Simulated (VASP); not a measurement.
Write the native input for VASP 6.6.1 that does the following.

* Task: single point
* Functional: LDA
* Potentials or basis: VASP PAW LDA potentials, release 64 (C)
* Cutoff: 520 eV
* k mesh: 16 × 16 × 16
* Occupations: gaussian, width 0.03 eV
* Spin: no spin polarisation
* Dipole correction: no
* Further INCAR settings: ALGO = Normal; EDIFF = 1e-06; NBANDS = 11

The structure of C lies in POSCAR:

```
C
1.0
    0.0000000000      2.1801502710      3.4605416593
    1.2594682072      0.0000000000      3.4605416593
    1.2594682072      2.1801502710      0.0000000000
C
2
Direct
    0.1667065656      0.8332934344      0.1667065656
    0.8332934344      0.1667065656      0.8332934344
```

This cell differs from its parent crystal: strain +0.030 along x and y, +0.030 along z.

One way to write it, as run:

INCAR

```
SYSTEM = C
ALGO = Normal
EDIFF = 1E-6
ENCUT = 520
GGA = CA
ISIF = 2
ISMEAR = 0
LASPH = .True.
LCHARG = .True.
LELF = .True.
LREAL = .False.
LVHAR = .True.
LWAVE = .False.
NBANDS = 11
NELM = 80
PREC = Accurate
SIGMA = 0.03
```

KPOINTS

```
k-points
0
Gamma
  16 16 16
  0 0 0
```

Potentials or basis: VASP PAW LDA potentials, release 64 (C).

The run is started by

```console
$ cat potpaw_LDA.64/C/POTCAR > POTCAR
$ mpirun -np 1 vasp_std > vasp.out
```

It gave:

The pressure is -21.2 GPa and the largest force is 0.023 eV/Å. The band gap on the k mesh is 0.24 eV, indirect (least direct gap 0.29 eV).

Caveat: the cell differs from its parent crystal (strain +0.030 along x and y, +0.030 along z).

Run time: 100 s on 1 thread of Intel Xeon 6975P-C, with other jobs on the host, peak memory 0.21 GiB.
